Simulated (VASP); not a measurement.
# CdH2O2 (P-3m1) in VASP: a series of runs

The runs below take CdH2O2 through single point, with PBEsol.

All numbers are computed with VASP 6.6.1; they aren't measurements. Logs are shortened: lines on timing, memory, paths and dates and some standing lists are left out, and cuts for length are marked.

### 1 The cell of the first run

It takes space group P-3m1 (No. 164, trigonal). The conventional cell has a = 3.516 Å, b = 3.516 Å, c = 4.573 Å, α = 90.00°, β = 90.00°, γ = 120.00°. Cd (site symmetry -3m) has 6 O at 2.31 Å and 6 H at 2.89 Å within 3.1 Å. Within 1.3 Å of H (site symmetry 3m) lie 1 O at 0.95 Å. Within 1.3 Å of O (site symmetry 3m) lie 1 H at 0.95 Å.

### 2 Single point, PBEsol (strain +0.000 along x and y, -0.015 along z)

File INCAR:

```
SYSTEM = CdH2O2
PREC = Accurate ; ENCUT = 700
EDIFF = 1E-6 ; ISMEAR = 0
SIGMA = 0.05 ; LREAL = .FALSE.
LASPH = .TRUE. ; NELM = 120
ALGO = Normal ; ISIF = 2
LWAVE = .FALSE. ; LCHARG = .FALSE.
GGA = PS ; NBANDS = 25
GGA_COMPAT = .FALSE.
```

File KPOINTS:

```
regular mesh
0
G
  9 9 6
  0 0 0
```

File POSCAR:

```
CdH2O2
1.0
    3.5155259648      0.0000000000      0.0000000000
   -1.7577629824      3.0445347931      0.0000000000
    0.0000000000      0.0000000000      4.5733346006
Cd H O
1 2 2
Direct
    0.0000000000      0.0000000000      0.0000000000
    0.6666666667      0.3333333333      0.5509607200
    0.3333333333      0.6666666667      0.4490392800
    0.6666666667      0.3333333333      0.7593720000
    0.3333333333      0.6666666667      0.2406280000
```

Potentials or basis: VASP PAW PBE potentials, release 64 (Cd_sv_GW, H, O).

The run is started by

```console
$ cat potpaw_PBE.64/Cd_sv_GW/POTCAR potpaw_PBE.64/H/POTCAR potpaw_PBE.64/O/POTCAR > POTCAR
$ mpirun -np 1 vasp_std > vasp.out
```

OUTCAR:

```text
SYSTEM = CdH2O2
   PREC = Accurate
   ENCUT = 700
   EDIFF = 1E-6
   ISMEAR = 0
   LREAL = .FALSE.
   LASPH = .TRUE.
   NELM = 120
   ISIF = 2
   GGA = PS

 ion  position               nearest neighbor table
   1  0.000  0.000  0.000-   4 2.31   5 2.31   5 2.31   4 2.31   4 2.31   5 2.31
   2  0.667  0.333  0.551-   4 0.95
   3  0.333  0.667  0.449-   5 0.95
   4  0.667  0.333  0.759-   2 0.95   1 2.31   1 2.31   1 2.31
   5  0.333  0.667  0.241-   3 0.95   1 2.31   1 2.31   1 2.31

  LATTYP: Found a hexagonal cell.
 ALAT       =     3.5155259648
 C/A-ratio  =     1.3008962660

  Lattice vectors:

 A1 = (   3.5155259648,   0.0000000000,   0.0000000000)
 A2 = (  -1.7577629824,   3.0445347931,   0.0000000000)
 A3 = (   0.0000000000,   0.0000000000,   4.5733346006)

Analysis of symmetry for initial positions (statically):
=====================================================================
 Subroutine PRICEL returns:
 Original cell was already a primitive cell.

 Routine SETGRP: Setting up the symmetry group for a
 hexagonal supercell.

 Subroutine GETGRP returns: Found 12 space group operations
 (whereof 12 operations were pure point group operations)
 out of a pool of 24 trial point group operations.

The static configuration has the point symmetry D_3d.

Analysis of symmetry for dynamics (positions and initial velocities):
=====================================================================
 Subroutine PRICEL returns:
 Original cell was already a primitive cell.

 Routine SETGRP: Setting up the symmetry group for a
 hexagonal supercell.

 Subroutine GETGRP returns: Found 12 space group operations
 (whereof 12 operations were pure point group operations)
 out of a pool of 24 trial point group operations.

The dynamic configuration has the point symmetry D_3d.

 Subroutine INISYM returns: Found 12 space group operations
 (whereof 12 operations are pure point group operations),
 and found     1 'primitive' translations

----------------------------------------------------------------------------------------

                                     Primitive cell

  volume of cell :      48.9490

  direct lattice vectors                    reciprocal lattice vectors
     3.515525965  0.000000000  0.000000000     0.284452457  0.164228703  0.000000000
[... 91 lines left out ...]
   NELM   =    120;   NELMIN=  2; NELMDL= -5     # of ELM steps
   EDIFF  = 0.1E-05   stopping-criterion for ELM
   LREAL  =      F    real-space projection
   EDIFFG = 0.1E-04   stopping-criterion for IOM
   NSW    =      0    number of steps for IOM
   IBRION =     -1    ionic relax: 0-MD 1-quasi-New 2-CG
   NFREE  =      0    steps in history (QN), initial steepest desc. (CG)
   ISIF   =      2    stress and relaxation
   ISYM   =      2    0-nonsym 1-usesym 2-fastsym
   POTIM  = 0.5000    time-step for ionic-motion
   TEBEG  =    0.0;   TEEND  =   0.0 temperature during run
   PSTRESS=    0.0 pullay stress
   NELECT =      34.0000    total number of electrons
   NUPDOWN=      -1.0000    fix difference up-down
   EMIN   =  10.00;   EMAX   =-10.00  energy-range for DOS
   EFERMI =   0.00;   METHOD = LEGACY
   ISMEAR =     0;   SIGMA  =   0.05  broadening in eV -4-tet -1-fermi 0-gaus
   EFERMI_NEDOS =   21; number of points for ismear=-14 and -15
   IALGO  =     38    algorithm
   IMIX   =      4    mixing-type and parameters
     AMIX     =   0.40;   BMIX     =  1.00
     AMIX_MAG =   1.60;   BMIX_MAG =  1.00
  volume/ion in A,a.u.               =       9.79        66.06
  Fermi-wavevector in a.u.,A,eV,Ry     =   1.449839  2.739798 28.599890  2.102033
  Thomas-Fermi vector in A             =   2.567520
   LORBIT       =      0    0 simple, 1 ext, 2 COOP (PROOUT), +10 PAW based schemes
   GGA     = PS    functional components
   LHFCALC =     F    Hartree Fock is set to
   AEXX    =    0.0000 exact exchange contribution
   IVDW    =     0    specifies the selected vdW correction
   LEPSILON=     F    determine dielectric tensor
   LRPA    =     F    only Hartree local field effects (RPA)
 non-spin polarized calculation
 Gauss-broadening in eV      SIGMA  =   0.05
  energy-cutoff  :      700.00
  volume of cell :       48.95
 maximum number of plane-waves:      2101
   NGX = 15   NGY = 15   NGZ = 19

 number of electron      34.0000002 magnetization

 Free energy of the ion-electron system (eV)
  ---------------------------------------------------
  ext. energy  EPLUGINS =         0.00000000
  ---------------------------------------------------
  free energy    TOTEN  =       -23.57475646 eV

  energy without entropy =      -23.57475646  energy(sigma->0) =      -23.57475646

 E-fermi :   2.0023     XC(G=0): -10.4105

 val. band max:        1.5417727165   @ k =   0.4444   0.0000   0.0000
 cond. band min:       3.2144556194   @ k =   0.0000   0.0000   0.0000
 fundamental gap:      1.6726829029
 Fermi energy:         2.0023123679

 k-point     1 :       0.0000    0.0000    0.0000
  band No.  band energies     occupation
      1     -98.0213      2.00000
      2     -59.1815      2.00000
      3     -59.1195      2.00000
      4     -59.1195      2.00000
      5     -17.1104      2.00000
      6     -16.0426      2.00000
[... 661 lines left out ...]
     24      15.6855      0.00000
     25      16.9764      0.00000

 [... further k-points ...]

------------------------ aborting loop because EDIFF is reached ----------------------------------------

  FORCE on cell =-STRESS in cart. coord.  units (eV):
  Direction    XX          YY          ZZ          XY          YZ          ZX
  --------------------------------------------------------------------------------------
  -------------------------------------------------------------------------------------
  Total       -0.3210832     -0.3210832      2.4448627     -0.0000000     -0.0000000      0.0000000
  in kB      -10.5095459    -10.5095459     80.0241052     -0.0000000     -0.0000000      0.0000000
  external PRESSURE =      19.6683378 kB  Pullay stress =       0.0000000 kB

 VOLUME and BASIS-vectors are now :
 -----------------------------------------------------------------------------
  energy-cutoff  :      700.00
  volume of cell :       48.95
      direct lattice vectors                 reciprocal lattice vectors
     3.515525965  0.000000000  0.000000000     0.284452457  0.164228703  0.000000000
    -1.757762982  3.044534793  0.000000000     0.000000000  0.328457406  0.000000000
     0.000000000  0.000000000  4.573334601     0.000000000  0.000000000  0.218658832

 POSITION                                       TOTAL-FORCE (eV/Angst)
 -----------------------------------------------------------------------------------
      0.00000      0.00000      0.00000        -0.000000      0.000000      0.000000
      1.75776      1.01484      2.51973        -0.000000      0.000000     -1.383615
     -0.00000      2.02969      2.05361        -0.000000     -0.000000      1.383615
      1.75776      1.01484      3.47286         0.000000     -0.000000      1.438280
     -0.00000      2.02969      1.10047         0.000000      0.000000     -1.438280
 -----------------------------------------------------------------------------------
    total drift:                                0.000000     -0.000000     -0.000000

  FREE ENERGIE OF THE ION-ELECTRON SYSTEM (eV)
  ---------------------------------------------------
  free  energy   TOTEN  =       -23.5747564560 eV

  energy  without entropy=      -23.5747564560  energy(sigma->0) =      -23.57475646
```

OSZICAR:

```text
N       E                     dE             d eps       ncg     rms          rms(c)
DAV:   1     0.625397966933E+03    0.62540E+03   -0.21924E+04  3100   0.211E+03
DAV:   2     0.420631688779E+02   -0.58333E+03   -0.52178E+03  3118   0.640E+02
DAV:   3    -0.239811523792E+02   -0.66044E+02   -0.64811E+02  4785   0.242E+02
DAV:   4    -0.267233549326E+02   -0.27422E+01   -0.27375E+01  4056   0.539E+01
DAV:   5    -0.268187067116E+02   -0.95352E-01   -0.95341E-01  4374   0.904E+00    0.162E+01
DAV:   6    -0.235999503294E+02    0.32188E+01   -0.75600E+00  4264   0.562E+01    0.142E+01
DAV:   7    -0.236156354582E+02   -0.15685E-01   -0.92745E-01  3313   0.898E+00    0.969E+00
DAV:   8    -0.236031321575E+02    0.12503E-01   -0.33429E-01  4830   0.943E+00    0.220E+00
DAV:   9    -0.235746080680E+02    0.28524E-01   -0.65626E-02  4445   0.563E+00    0.286E-01
DAV:  10    -0.235746731748E+02   -0.65107E-04   -0.94779E-03  3867   0.910E-01    0.954E-02
DAV:  11    -0.235747553646E+02   -0.82190E-04   -0.36805E-04  4863   0.212E-01    0.460E-02
DAV:  12    -0.235747503514E+02    0.50131E-05   -0.44275E-05  4679   0.106E-01    0.207E-02
DAV:  13    -0.235747560543E+02   -0.57029E-05   -0.78513E-06  3626   0.230E-02    0.319E-03
DAV:  14    -0.235747564560E+02   -0.40170E-06   -0.72423E-07  2896   0.264E-02
   1 F= -.23574756E+02 E0= -.23574756E+02  d E =-.497654E-40
```

Run time: 2 min. Hardware: 1 thread of Intel Xeon Platinum 8259CL at 2.50GHz (Skylake/Cascade Lake), shared host; peak memory 0.28 GiB.

What came out:

- Free energy: -23.5748 eV
- Pressure: 2.0 GPa
- Largest force: 1.438 eV/Å
- Band gap on the k mesh: 1.67 eV (least direct gap 2.04 eV)

Forces on the atoms (eV/Å):
```
Cd   0.000  0.000  0.000
H    0.000  0.000 -1.384
H    0.000  0.000  1.384
O    0.000  0.000  1.438
O    0.000  0.000 -1.438
```

Stress tensor (GPa, compression positive):
```
-1.05  0.00  0.00
 0.00 -1.05  0.00
 0.00  0.00  8.00
```

Levels at points of the mesh, in eV from the valence-band top:
```csv
k point,band 14,band 15,band 16,band 17,band 18,band 19,band 20,band 21
"(0.00, 0.00, 0.00)",-1.11,-1.11,-0.36,-0.36,1.67,6.11,10.27,12.75
"(0.00, 0.00, 0.50)",-1.37,-1.37,-0.07,-0.07,4.27,4.41,11.26,11.53
```

Caveat: the cell differs from its parent crystal (strain +0.000 along x and y, -0.015 along z); the stress differs along the axes, from -1 to 8 GPa; the PAW data sets were made with another functional, which shifts forces and pressure a little.

[end of part 1 of 2]
